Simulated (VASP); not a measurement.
# CdTe2Pb3 (P-6m2) in VASP: single point with PBE

Aim: the single point of CdTe2Pb3 with PBE.

Program: VASP 6.6.1. These are calculated values, not measurements. Logs are shortened: lines on timing, memory, paths and dates and some standing lists are left out, and cuts for length are marked.

## 1. The cell of the first run

Symmetry: P-6m2, No. 187, hexagonal system. Conventional cell: a = 5.416 Å, b = 5.416 Å, c = 11.897 Å, α = 90.00°, β = 90.00°, γ = 120.00°. Cd (site symmetry -6m2) has 6 Te at 3.13 Å within 4.1 Å. Te (site symmetry -6m2) has 2 Pb at 3.04 Å and 3 Cd at 3.13 Å and 3 Te at 3.13 Å within 4.0 Å. Within 4.1 Å of Te (site symmetry -6m2) lie 3 Cd at 3.13 Å and 3 Te at 3.13 Å. Pb (site symmetry 3m) has 1 Pb at 2.91 Å and 1 Te at 3.04 Å within 3.8 Å. Within 3.8 Å of Pb (site symmetry -6m2) lie 2 Pb at 2.91 Å.

The cell was generated, and may not be a known phase.

## 2. Single point, PBE

File INCAR:

```
SYSTEM = CdTe2Pb3
  PREC = Accurate
  ENCUT = 520
  EDIFF = 1E-7
  ISMEAR = 0
  SIGMA = 0.2
  LREAL = .FALSE.
  LASPH = .TRUE.
  NELM = 80
  ALGO = Normal
  ISIF = 2
  LWAVE = .FALSE.
  LCHARG = .TRUE.
  GGA = PE
  LELF = .TRUE.
  LVHAR = .TRUE.
  NBANDS = 42
```

File KPOINTS:

```
regular mesh
0
G
  4 4 2
  0 0 0
```

File POSCAR:

```
CdTe2Pb3
1.0
    5.4158368209      0.0000000000      0.0000000000
   -2.7079184105      4.6902522697      0.0000000000
    0.0000000000      0.0000000000     11.8970308892
Cd Te Pb
1 2 3
Direct
    0.6666666667      0.3333333333      0.0000000000
    0.3333333333      0.6666666667      0.0000000000
    0.0000000000      0.0000000000      0.0000000000
    0.3333333333      0.6666666667      0.7443128005
    0.3333333333      0.6666666667      0.2556871995
    0.3333333333      0.6666666667      0.5000000000
```

Potentials or basis: VASP PAW PBE potentials, release 64 (Cd, Te, Pb_d).

On the command line:

```console
> cat potpaw_PBE.64/Cd/POTCAR potpaw_PBE.64/Te/POTCAR potpaw_PBE.64/Pb_d/POTCAR > POTCAR
> mpirun -np 1 vasp_std > vasp.out
```

OUTCAR:

```text
SYSTEM = CdTe2Pb3
   PREC = Accurate
   ENCUT = 520
   EDIFF = 1E-7
   ISMEAR = 0
   LREAL = .FALSE.
   LASPH = .TRUE.
   NELM = 80
   ISIF = 2
   GGA = PE

 ion  position               nearest neighbor table
   1  0.667  0.333  0.000-   2 3.13   3 3.13   2 3.13   3 3.13   3 3.13   2 3.13
   2  0.333  0.667  0.000-   4 3.04   5 3.04   1 3.13   3 3.13   1 3.13   3 3.13   3 3.13   1 3.13

   3  0.000  0.000  0.000-   1 3.13   2 3.13   1 3.13   2 3.13   1 3.13   2 3.13
   4  0.333  0.667  0.744-   6 2.91   2 3.04
   5  0.333  0.667  0.256-   6 2.91   2 3.04
   6  0.333  0.667  0.500-   4 2.91   5 2.91

  LATTYP: Found a hexagonal cell.
 ALAT       =     5.4158368209
 C/A-ratio  =     2.1967114746

  Lattice vectors:

 A1 = (   5.4158368209,   0.0000000000,   0.0000000000)
 A2 = (  -2.7079184105,   4.6902522697,   0.0000000000)
 A3 = (   0.0000000000,   0.0000000000,  11.8970308892)

Analysis of symmetry for initial positions (statically):
=====================================================================
 Subroutine PRICEL returns:
 Original cell was already a primitive cell.

 Routine SETGRP: Setting up the symmetry group for a
 hexagonal supercell.

 Subroutine GETGRP returns: Found 12 space group operations
 (whereof 12 operations were pure point group operations)
 out of a pool of 24 trial point group operations.

The static configuration has the point symmetry D_3h.

Analysis of symmetry for dynamics (positions and initial velocities):
=====================================================================
 Subroutine PRICEL returns:
 Original cell was already a primitive cell.

 Routine SETGRP: Setting up the symmetry group for a
 hexagonal supercell.

 Subroutine GETGRP returns: Found 12 space group operations
 (whereof 12 operations were pure point group operations)
 out of a pool of 24 trial point group operations.

The dynamic configuration has the point symmetry D_3h.

 Subroutine INISYM returns: Found 12 space group operations
 (whereof 12 operations are pure point group operations),
 and found     1 'primitive' translations

----------------------------------------------------------------------------------------

                                     Primitive cell

  volume of cell :     302.2041

  direct lattice vectors                    reciprocal lattice vectors
     5.415836821  0.000000000  0.000000000     0.184643672  0.106604074  0.000000000
    -2.707918411  4.690252270  0.000000000     0.000000000  0.213208148  0.000000000
     0.000000000  0.000000000 11.897030889     0.000000000  0.000000000  0.084054585

  length of vectors
     5.415836821  5.415836821 11.897030889     0.213208148  0.213208148  0.084054585

  position of ions in fractional coordinates (direct lattice)
     0.666666667  0.333333333  0.000000000
     0.333333333  0.666666667  0.000000000
     0.000000000  0.000000000  0.000000000
     0.333333333  0.666666667  0.744312800
     0.333333333  0.666666667  0.255687200
     0.333333333  0.666666667  0.500000000

  ion indices of the primitive-cell ions
   primitive index   ion index
                 1           1
                 2           2
                 3           3
                 4           4
                 5           5
                 6           6

----------------------------------------------------------------------------------------

 KPOINTS: regular mesh

Automatic generation of k-mesh.
 Grid dimensions read from file:
 generate k-points for:    4    4    2

 Generating k-lattice:

  Cartesian coordinates                     Fractional coordinates (reciprocal lattice)
     0.046160918  0.026651018  0.000000000     0.250000000  0.000000000  0.000000000
     0.000000000  0.053302037  0.000000000     0.000000000  0.250000000  0.000000000
     0.000000000  0.000000000  0.042027293     0.000000000  0.000000000  0.500000000

  Length of vectors
     0.053302037  0.053302037  0.042027293

  Shift w.r.t. Gamma in fractional coordinates (k-lattice)
     0.000000000  0.000000000  0.000000000

 Subroutine IBZKPT returns following result:
 ===========================================

 Found      8 irreducible k-points:

 Following reciprocal coordinates:
            Coordinates               Weight
  0.000000  0.000000  0.000000      1.000000
  0.250000  0.000000  0.000000      6.000000
  0.500000  0.000000  0.000000      3.000000
  0.250000  0.250000  0.000000      6.000000
  0.000000  0.000000  0.500000      1.000000
  0.250000  0.000000  0.500000      6.000000
  0.500000  0.000000  0.500000      3.000000
  0.250000  0.250000  0.500000      6.000000
   k-points           NKPTS =      8   k-points in BZ     NKDIM =      8   number of bands    NBANDS=     42
   number of dos      NEDOS =    301   number of ions     NIONS =      6
   total plane-waves  NPLWV = 144000
   dimension x,y,z NGX =    40 NGY =   40 NGZ =   90
   dimension x,y,z NGXF=    80 NGYF=   80 NGZF=  180
   ions per type =               1   2   3
   NGX,Y,Z   is equivalent  to a cutoff of  12.28, 12.28, 12.58 a.u.
   NGXF,Y,Z  is equivalent  to a cutoff of  24.56, 24.56, 25.15 a.u.
 SYSTEM =  CdTe2Pb3
   PREC   = accura    normal or accurate (medium, high low for compatibility)
   ISTART =      0    job   : 0-new  1-cont  2-samecut
   ICHARG =      2    charge: 1-file 2-atom 10-const
   ISPIN  =      1    spin polarized calculation?
   LNONCOLLINEAR =      F non collinear calculations
   LSORBIT =      F    spin-orbit coupling
   LASPH  =      T    aspherical Exc in radial PAW
   ENCUT  =  520.0 eV  38.22 Ry    6.18 a.u.  10.07 10.07 22.12*2*pi/ulx,y,z
   NELM   =     80;   NELMIN=  2; NELMDL= -5     # of ELM steps
   EDIFF  = 0.1E-06   stopping-criterion for ELM
   LREAL  =      F    real-space projection
   EDIFFG = 0.1E-05   stopping-criterion for IOM
   NSW    =      0    number of steps for IOM
   IBRION =     -1    ionic relax: 0-MD 1-quasi-New 2-CG
   NFREE  =      0    steps in history (QN), initial steepest desc. (CG)
   ISIF   =      2    stress and relaxation
   ISYM   =      2    0-nonsym 1-usesym 2-fastsym
   POTIM  = 0.5000    time-step for ionic-motion
   TEBEG  =    0.0;   TEEND  =   0.0 temperature during run
   PSTRESS=    0.0 pullay stress
   NELECT =      66.0000    total number of electrons
   NUPDOWN=      -1.0000    fix difference up-down
   EMIN   =  10.00;   EMAX   =-10.00  energy-range for DOS
   EFERMI =   0.00;   METHOD = LEGACY
   ISMEAR =     0;   SIGMA  =   0.20  broadening in eV -4-tet -1-fermi 0-gaus
   EFERMI_NEDOS =   21; number of points for ismear=-14 and -15
   IALGO  =     38    algorithm
   IMIX   =      4    mixing-type and parameters
     AMIX     =   0.40;   BMIX     =  1.00
     AMIX_MAG =   1.60;   BMIX_MAG =  1.00
  volume/ion in A,a.u.               =      50.37       339.90
  Fermi-wavevector in a.u.,A,eV,Ry     =   0.985877  1.863037 13.224227  0.971953
  Thomas-Fermi vector in A             =   2.117216
   LORBIT       =      0    0 simple, 1 ext, 2 COOP (PROOUT), +10 PAW based schemes
   GGA     = PE    functional components
   LHFCALC =     F    Hartree Fock is set to
   AEXX    =    0.0000 exact exchange contribution
   IVDW    =     0    specifies the selected vdW correction
   LEPSILON=     F    determine dielectric tensor
   LRPA    =     F    only Hartree local field effects (RPA)
 non-spin polarized calculation
 Gauss-broadening in eV      SIGMA  =   0.20
  energy-cutoff  :      520.00
  volume of cell :      302.20
 maximum number of plane-waves:      8168
   NGX = 21   NGY = 21   NGZ = 45

 number of electron      66.0000006 magnetization

 Free energy of the ion-electron system (eV)
  ---------------------------------------------------
  ext. energy  EPLUGINS =         0.00000000
  ---------------------------------------------------
  free energy    TOTEN  =       -13.98244516 eV

  energy without entropy =      -13.88875127  energy(sigma->0) =      -13.93559821

 E-fermi :   2.1787     XC(G=0):  -7.3053

 val. band max:        2.1703648720   @ k =   0.5000   0.0000   0.5000
 cond. band min:       2.1877542544   @ k =   0.2500   0.2500   0.5000
 fundamental gap:      0.0173893824
 Fermi energy:         2.1786639517

 k-point     1 :       0.0000    0.0000    0.0000
  band No.  band energies     occupation
      1     -15.4409      2.00000
      2     -15.1437      2.00000
      3     -15.1408      2.00000
      4     -15.1408      2.00000
      5     -15.1146      2.00000
      6     -15.1146      2.00000
[... 34 lines left out ...]
     41       5.0540      0.00000
     42       5.3573      0.00000

 k-point     2 :       0.2500    0.0000    0.0000
  band No.  band energies     occupation
      1     -15.4404      2.00000
      2     -15.1433      2.00000
      3     -15.1413      2.00000
      4     -15.1409      2.00000
      5     -15.1146      2.00000
      6     -15.1136      2.00000
[... 34 lines left out ...]
     41       5.1119      0.00000
     42       6.1228      0.00000

 k-point     3 :       0.5000    0.0000    0.0000
  band No.  band energies     occupation
      1     -15.4400      2.00000
      2     -15.1429      2.00000
      3     -15.1418      2.00000
      4     -15.1411      2.00000
      5     -15.1146      2.00000
      6     -15.1136      2.00000
[... 34 lines left out ...]
     41       4.6039      0.00000
     42       6.0412      0.00000

 k-point     4 :       0.2500    0.2500    0.0000
  band No.  band energies     occupation
      1     -15.4400      2.00000
      2     -15.1429      2.00000
      3     -15.1416      2.00000
      4     -15.1413      2.00000
      5     -15.1141      2.00000
      6     -15.1131      2.00000
[... 34 lines left out ...]
     41       4.9573      0.00000
     42       7.2084      0.00000

 k-point     5 :       0.0000    0.0000    0.5000
  band No.  band energies     occupation
      1     -15.4348      2.00000
      2     -15.1540      2.00000
      3     -15.1414      2.00000
      4     -15.1414      2.00000
      5     -15.1146      2.00000
      6     -15.1146      2.00000
[... 34 lines left out ...]
     41       5.8316      0.00000
     42       5.9047      0.00000

 k-point     6 :       0.2500    0.0000    0.5000
  band No.  band energies     occupation
      1     -15.4346      2.00000
      2     -15.1532      2.00000
      3     -15.1420      2.00000
      4     -15.1415      2.00000
      5     -15.1146      2.00000
      6     -15.1136      2.00000
[... 34 lines left out ...]
     41       6.3699      0.00000
     42       6.8126      0.00000

 k-point     7 :       0.5000    0.0000    0.5000
  band No.  band energies     occupation
      1     -15.4343      2.00000
      2     -15.1525      2.00000
      3     -15.1426      2.00000
      4     -15.1417      2.00000
      5     -15.1146      2.00000
      6     -15.1136      2.00000
[... 34 lines left out ...]
     41       6.3355      0.00000
     42       6.3688      0.00000

 k-point     8 :       0.2500    0.2500    0.5000
  band No.  band energies     occupation
      1     -15.4343      2.00000
      2     -15.1525      2.00000
      3     -15.1423      2.00000
      4     -15.1419      2.00000
      5     -15.1141      2.00000
      6     -15.1131      2.00000
[... 34 lines left out ...]
     41       6.8735      0.00000
     42       7.2162      0.00000

------------------------ aborting loop because EDIFF is reached ----------------------------------------

  FORCE on cell =-STRESS in cart. coord.  units (eV):
  Direction    XX          YY          ZZ          XY          YZ          ZX
  --------------------------------------------------------------------------------------
  -------------------------------------------------------------------------------------
  Total        1.3021659      1.3021659      1.0103581     -0.0000000      0.0000000     -0.0000000
  in kB        6.9036145      6.9036145      5.3565547     -0.0000000      0.0000000     -0.0000000
  external PRESSURE =       6.3879279 kB  Pullay stress =       0.0000000 kB

 VOLUME and BASIS-vectors are now :
 -----------------------------------------------------------------------------
  energy-cutoff  :      520.00
  volume of cell :      302.20
      direct lattice vectors                 reciprocal lattice vectors
     5.415836821  0.000000000  0.000000000     0.184643672  0.106604074  0.000000000
    -2.707918411  4.690252270  0.000000000     0.000000000  0.213208148  0.000000000
     0.000000000  0.000000000 11.897030889     0.000000000  0.000000000  0.084054585

 POSITION                                       TOTAL-FORCE (eV/Angst)
 -----------------------------------------------------------------------------------
      2.70792      1.56342      0.00000        -0.000000     -0.000000      0.000000
     -0.00000      3.12683      0.00000        -0.000000      0.000000      0.000000
      0.00000      0.00000      0.00000        -0.000000     -0.000000      0.000000
     -0.00000      3.12683      8.85511         0.000000     -0.000000     -0.031316
     -0.00000      3.12683      3.04192         0.000000     -0.000000      0.031316
     -0.00000      3.12683      5.94852         0.000000     -0.000000      0.000000
 -----------------------------------------------------------------------------------
    total drift:                                0.000002     -0.000001     -0.000000

  FREE ENERGIE OF THE ION-ELECTRON SYSTEM (eV)
  ---------------------------------------------------
  free  energy   TOTEN  =       -13.9824451586 eV

  energy  without entropy=      -13.8887512665  energy(sigma->0) =      -13.93559821
```

It took 1.8 min on 1 thread of Intel Xeon Platinum 8488C (Sapphire Rapids), shared host; peak memory 0.42 GiB.

Results:

- Free energy: -13.9824 eV
- Pressure: 0.6 GPa
- Largest force: 0.031 eV/Å
- Band gap on the k mesh: zero (bands 33 and 34 overlap by 0.37 eV)

Forces in eV/Å, atoms in the order of the input:
```
Cd   0.000  0.000  0.000
Te   0.000  0.000  0.000
Te   0.000  0.000  0.000
Pb   0.000  0.000 -0.031
Pb   0.000  0.000  0.031
Pb   0.000  0.000  0.000
```

Levels at points of the mesh, in eV from the Fermi level:
```
           k point  band 30  band 31  band 32  band 33  band 34  band 35  band 36  band 37
(0.00, 0.00, 0.00)    -1.89    -1.36    -1.26     0.32     0.32     0.87     0.87     0.99
(0.50, 0.00, 0.00)    -1.19    -0.27    -0.08    -0.05     0.49     1.03     1.07     1.24
(0.00, 0.00, 0.50)    -1.89    -1.40    -1.21    -0.92     0.14     0.14     1.29     1.29
(0.50, 0.00, 0.50)    -1.10    -0.90    -0.49    -0.21    -0.01     0.75     0.96     1.16
```

Caveat: semilocal functionals underestimate gaps, and a narrow one can read as zero; spin-orbit coupling is left out, which moves the levels of the heavy elements.
